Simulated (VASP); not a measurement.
# AlN (P6_3/mmc) in VASP: a series of runs

The runs below take AlN through single point, with PBEsol.

Program: VASP 6.6.1. These are calculated values, not measurements. Logs are shortened: lines on timing, memory, paths and dates and some standing lists are left out, and cuts for length are marked.

### 1 The cell of the first run

It takes space group P6_3/mmc (No. 194, hexagonal). The conventional cell has a = 3.240 Å, b = 3.240 Å, c = 4.195 Å, α = 90.00°, β = 90.00°, γ = 120.00°. Al (site symmetry -6m2) has 5 N at 1.87 to 2.10 Å within 2.5 Å. Within 2.5 Å of N (site symmetry -6m2) lie 5 Al at 1.87 to 2.10 Å.

### 2 Single point, PBEsol (volume 9.535 Å^3 an atom, c/a of the conventional cell 1.2949)

INCAR

```
  ALGO = Normal
  EDIFF = 1E-7
  ENCUT = 520
  GGA = PS
  ISIF = 2
  ISMEAR = 0
  LASPH = T
  LCHARG = T
  LELF = T
  LREAL = F
  LVHAR = T
  LWAVE = F
  NBANDS = 16
  NELM = 80
  PREC = Accurate
  SIGMA = 0.05
```

KPOINTS

```
k-points
0
Gamma
  9 9 6
```

POSCAR

```
AlN
1.0
    3.2399472693      0.0000000000      0.0000000000
   -1.6199736347      2.8058766421      0.0000000000
    0.0000000000      0.0000000000      4.1954077190
Al N
2 2
Direct
    0.3333333333      0.6666666667      0.7500000000
    0.6666666667      0.3333333333      0.2500000000
    0.3333333333      0.6666666667      0.2500000000
    0.6666666667      0.3333333333      0.7500000000
```

Potentials or basis: VASP PAW PBE potentials, release 64 (Al, N).

Run with:

```
> cat potpaw_PBE.64/Al/POTCAR potpaw_PBE.64/N/POTCAR > POTCAR
> mpirun -np 1 vasp_std > vasp.out
```

OUTCAR:

```text
EDIFF = 1E-7
   ENCUT = 520
   GGA = PS
   ISIF = 2
   ISMEAR = 0
   LASPH = T
   LREAL = F
   NELM = 80
   PREC = Accurate

 ion  position               nearest neighbor table
   1  0.333  0.667  0.750-   4 1.87   4 1.87   4 1.87   3 2.10   3 2.10   2 2.81   2 2.81   2 2.81
                             2 2.81   2 2.81   2 2.81
   2  0.667  0.333  0.250-   3 1.87   3 1.87   3 1.87   4 2.10   4 2.10   1 2.81   1 2.81   1 2.81
                             1 2.81   1 2.81   1 2.81
   3  0.333  0.667  0.250-   2 1.87   2 1.87   2 1.87   1 2.10   1 2.10
   4  0.667  0.333  0.750-   1 1.87   1 1.87   1 1.87   2 2.10   2 2.10

  LATTYP: Found a hexagonal cell.
 ALAT       =     3.2399472693
 C/A-ratio  =     1.2949000000

  Lattice vectors:

 A1 = (   3.2399472693,   0.0000000000,   0.0000000000)
 A2 = (  -1.6199736347,   2.8058766421,   0.0000000000)
 A3 = (   0.0000000000,   0.0000000000,   4.1954077190)

Analysis of symmetry for initial positions (statically):
=====================================================================
 Subroutine PRICEL returns:
 Original cell was already a primitive cell.

 Routine SETGRP: Setting up the symmetry group for a
 hexagonal supercell.

 Subroutine GETGRP returns: Found 24 space group operations
 (whereof 12 operations were pure point group operations)
 out of a pool of 24 trial point group operations.

The static configuration has the point symmetry D_3d.
 The point group associated with its full space group is D_6h.

Analysis of symmetry for dynamics (positions and initial velocities):
=====================================================================
 Subroutine PRICEL returns:
 Original cell was already a primitive cell.

 Routine SETGRP: Setting up the symmetry group for a
 hexagonal supercell.

 Subroutine GETGRP returns: Found 24 space group operations
 (whereof 12 operations were pure point group operations)
 out of a pool of 24 trial point group operations.

The dynamic configuration has the point symmetry D_3d.
 The point group associated with its full space group is D_6h.

 Subroutine INISYM returns: Found 24 space group operations
 (whereof 12 operations are pure point group operations),
 and found     1 'primitive' translations

[... 89 lines left out ...]
   PREC   = accura    normal or accurate (medium, high low for compatibility)
   ISTART =      0    job   : 0-new  1-cont  2-samecut
   ICHARG =      2    charge: 1-file 2-atom 10-const
   ISPIN  =      1    spin polarized calculation?
   LNONCOLLINEAR =      F non collinear calculations
   LSORBIT =      F    spin-orbit coupling
   LASPH  =      T    aspherical Exc in radial PAW
   ENCUT  =  520.0 eV  38.22 Ry    6.18 a.u.   6.02  6.02  7.80*2*pi/ulx,y,z
   NELM   =     80;   NELMIN=  2; NELMDL= -5     # of ELM steps
   EDIFF  = 0.1E-06   stopping-criterion for ELM
   LREAL  =      F    real-space projection
   EDIFFG = 0.1E-05   stopping-criterion for IOM
   NSW    =      0    number of steps for IOM
   IBRION =     -1    ionic relax: 0-MD 1-quasi-New 2-CG
   NFREE  =      0    steps in history (QN), initial steepest desc. (CG)
   ISIF   =      2    stress and relaxation
   ISYM   =      2    0-nonsym 1-usesym 2-fastsym
   POTIM  = 0.5000    time-step for ionic-motion
   TEBEG  =    0.0;   TEEND  =   0.0 temperature during run
   PSTRESS=    0.0 pullay stress
   NELECT =      16.0000    total number of electrons
   NUPDOWN=      -1.0000    fix difference up-down
   EMIN   =  10.00;   EMAX   =-10.00  energy-range for DOS
   EFERMI =   0.00;   METHOD = LEGACY
   ISMEAR =     0;   SIGMA  =   0.05  broadening in eV -4-tet -1-fermi 0-gaus
   EFERMI_NEDOS =   21; number of points for ismear=-14 and -15
   IALGO  =     38    algorithm
   IMIX   =      4    mixing-type and parameters
     AMIX     =   0.40;   BMIX     =  1.00
     AMIX_MAG =   1.60;   BMIX_MAG =  1.00
  volume/ion in A,a.u.               =       9.53        64.35
  Fermi-wavevector in a.u.,A,eV,Ry     =   1.225522  2.315902 20.434661  1.501905
  Thomas-Fermi vector in A             =   2.360557
   LORBIT       =      0    0 simple, 1 ext, 2 COOP (PROOUT), +10 PAW based schemes
   GGA     = PS    functional components
   LHFCALC =     F    Hartree Fock is set to
   AEXX    =    0.0000 exact exchange contribution
   IVDW    =     0    specifies the selected vdW correction
   LEPSILON=     F    determine dielectric tensor
   LRPA    =     F    only Hartree local field effects (RPA)
 non-spin polarized calculation
 Gauss-broadening in eV      SIGMA  =   0.05
  energy-cutoff  :      520.00
  volume of cell :       38.14
 maximum number of plane-waves:      1041
   NGX = 13   NGY = 13   NGZ = 15

 number of electron      16.0000002 magnetization

 Free energy of the ion-electron system (eV)
  ---------------------------------------------------
  ext. energy  EPLUGINS =         0.00000000
  ---------------------------------------------------
  free energy    TOTEN  =       -30.90548595 eV

  energy without entropy =      -30.90548595  energy(sigma->0) =      -30.90548595

 E-fermi :   8.6762     XC(G=0): -11.5440

 val. band max:        8.4343515997   @ k =   0.0000   0.0000   0.0000
 cond. band min:      11.8831453403   @ k =   0.0000   0.0000   0.0000
 fundamental gap:      3.4487937405
 Fermi energy:         8.6761660506

 k-point     1 :       0.0000    0.0000    0.0000
  band No.  band energies     occupation
      1      -8.7444      2.00000
      2      -4.9947      2.00000
      3       1.1140      2.00000
      4       5.0191      2.00000
      5       5.0191      2.00000
      6       6.6051      2.00000
[... 433 lines left out ...]
      3       1.5264      2.00000
      4       2.6182      2.00000
      5       2.6182      2.00000
      6       5.0239      2.00000
[... 8 lines left out ...]
     15      19.7892      0.00000
     16      21.7099      0.00000

 [... further k-points ...]
[... 5 lines left out ...]
  --------------------------------------------------------------------------------------
  -------------------------------------------------------------------------------------
  Total        2.2728496      2.2728496      0.2637837     -0.0000000     -0.0000000      0.0000000
  in kB       95.4774018     95.4774018     11.0809702     -0.0000000     -0.0000000      0.0000000
  external PRESSURE =      67.3452580 kB  Pullay stress =       0.0000000 kB

 VOLUME and BASIS-vectors are now :
 -----------------------------------------------------------------------------
  energy-cutoff  :      520.00
  volume of cell :       38.14
      direct lattice vectors                 reciprocal lattice vectors
     3.239947269  0.000000000  0.000000000     0.308646999  0.178197428  0.000000000
    -1.619973635  2.805876642  0.000000000     0.000000000  0.356394855  0.000000000
     0.000000000  0.000000000  4.195407719     0.000000000  0.000000000  0.238355856

 POSITION                                       TOTAL-FORCE (eV/Angst)
 -----------------------------------------------------------------------------------
     -0.00000      1.87058      3.14656        -0.000000      0.000000      0.000000
      1.61997      0.93529      1.04885         0.000000      0.000000      0.000000
     -0.00000      1.87058      1.04885        -0.000000     -0.000000      0.000000
      1.61997      0.93529      3.14656         0.000000     -0.000000      0.000000
 -----------------------------------------------------------------------------------
    total drift:                                0.000000     -0.000000      0.000000

  FREE ENERGIE OF THE ION-ELECTRON SYSTEM (eV)
  ---------------------------------------------------
  free  energy   TOTEN  =       -30.9054859516 eV

  energy  without entropy=      -30.9054859516  energy(sigma->0) =      -30.90548595
```

OSZICAR:

```text
N       E                     dE             d eps       ncg     rms          rms(c)
DAV:   1     0.398929933053E+02    0.39893E+02   -0.74810E+03  1544   0.912E+02
DAV:   2    -0.319897176348E+02   -0.71883E+02   -0.65676E+02  2232   0.188E+02
DAV:   3    -0.352477806341E+02   -0.32581E+01   -0.32472E+01  1888   0.416E+01
DAV:   4    -0.352666825014E+02   -0.18902E-01   -0.18900E-01  1848   0.354E+00
DAV:   5    -0.352669226436E+02   -0.24014E-03   -0.24014E-03  1872   0.401E-01    0.116E+01
DAV:   6    -0.309835973601E+02    0.42833E+01   -0.81993E+00  1960   0.216E+01    0.407E+00
DAV:   7    -0.309455180823E+02    0.38079E-01   -0.68151E-01  1792   0.576E+00    0.287E+00
DAV:   8    -0.309122753083E+02    0.33243E-01   -0.89168E-02  1640   0.244E+00    0.792E-01
DAV:   9    -0.309052197483E+02    0.70556E-02   -0.16886E-02  1976   0.102E+00    0.262E-01
DAV:  10    -0.309055802244E+02   -0.36048E-03   -0.18772E-03  1744   0.294E-01    0.177E-01
DAV:  11    -0.309054876862E+02    0.92538E-04   -0.13278E-04  1792   0.885E-02    0.392E-02
DAV:  12    -0.309054862559E+02    0.14304E-05   -0.65794E-06  1792   0.209E-02    0.656E-03
DAV:  13    -0.309054859040E+02    0.35187E-06   -0.21474E-06  1952   0.111E-02    0.423E-03
DAV:  14    -0.309054859516E+02   -0.47569E-07   -0.16510E-07  1200   0.368E-03
   1 F= -.30905486E+02 E0= -.30905486E+02  d E =-.403408E-14
```

stdout:

```text
POSCAR found type information on POSCAR AlN
 POSCAR found :  2 types and       4 ions
 scaLAPACK will be used
 -----------------------------------------------------------------------------
|                                                                             |
|                                                                             |
|     You enforced a specific xc type in the INCAR file but a different       |
|     I HOPE YOU KNOW WHAT YOU ARE DOING!                                     |
|                                                                             |
 -----------------------------------------------------------------------------

 LDA part: xc-table for (Slater+PW92), standard interpolation
 POSCAR, INCAR and KPOINTS ok, starting setup
 FFT: planning ... GRIDC
 FFT: planning ... GRID_SOFT
 FFT: planning ... GRID
 WAVECAR not read
 entering main loop
```

It took 16 s on 1 thread of Intel Xeon Platinum 8259CL at 2.50GHz (Skylake/Cascade Lake), shared host; peak memory 0.16 GiB.

Results:

| Item | Value |
| --- | --- |
| Free energy | -30.9055 eV |
| Pressure | 6.7 GPa |
| Band gap on the k mesh | 3.45 eV, direct |

Caveat: the PAW data sets were made with another functional, which shifts forces and pressure a little. A k mesh can miss the band edges.

### 3 Single point, PBEsol (volume 9.535 Å^3 an atom, c/a of the conventional cell 1.2540)

INCAR

```
PREC = Accurate
ENCUT = 520
EDIFF = 1E-6
ISMEAR = 0
SIGMA = 0.05
LREAL = F
LASPH = T
NELM = 80
ALGO = Normal
ISIF = 2
LWAVE = F
LCHARG = F
GGA = PS
NBANDS = 16
```

KPOINTS

```
Automatic mesh
0
Gamma
  9 9 6
```

POSCAR

```
AlN
1.0
    3.2747962086      0.0000000000      0.0000000000
   -1.6373981043      2.8360567089      0.0000000000
    0.0000000000      0.0000000000      4.1065914554
Al N
2 2
Direct
    0.3333333333      0.6666666667      0.7500000000
    0.6666666667      0.3333333333      0.2500000000
    0.3333333333      0.6666666667      0.2500000000
    0.6666666667      0.3333333333      0.7500000000
```

Potentials or basis: VASP PAW PBE potentials, release 64 (Al, N).

Run with:

```
> cat potpaw_PBE.64/Al/POTCAR potpaw_PBE.64/N/POTCAR > POTCAR
> mpirun -np 1 vasp_std > vasp.out
```

Run time: 15 s. Hardware: 1 thread of Intel Xeon Platinum 8259CL at 2.50GHz (Skylake/Cascade Lake), shared host; peak memory 0.15 GiB.

The run converged. Its results:

| Property | Result |
| --- | --- |
| Free energy | -30.9294 eV |
| Pressure | 5.5 GPa |
| Band gap on the k mesh | 3.52 eV, direct |

Stress tensor (GPa, compression positive):
```
5.83 0.00 0.00
0.00 5.83 0.00
0.00 0.00 4.93
```

Levels at points of the mesh, in eV from the valence-band top:
| k point | band 4 | band 5 | band 6 | band 7 | band 8 | band 9 | band 10 | band 11 | band 12 | band 13 |
| --- | --- | --- | --- | --- | --- | --- | --- | --- | --- | --- |
| (0.00, 0.00, 0.00) | -3.40 | -3.40 | -1.65 | -1.65 | 0.00 | 3.52 | 4.68 | 8.35 | 8.35 | 11.53 |
| (0.00, 0.00, 0.50) | -3.78 | -2.57 | -2.57 | -2.57 | -2.57 | 5.85 | 5.85 | 8.49 | 8.49 | 8.49 |

Caveat: the PAW data sets were made with another functional, which shifts forces and pressure a little. A k mesh can miss the band edges.
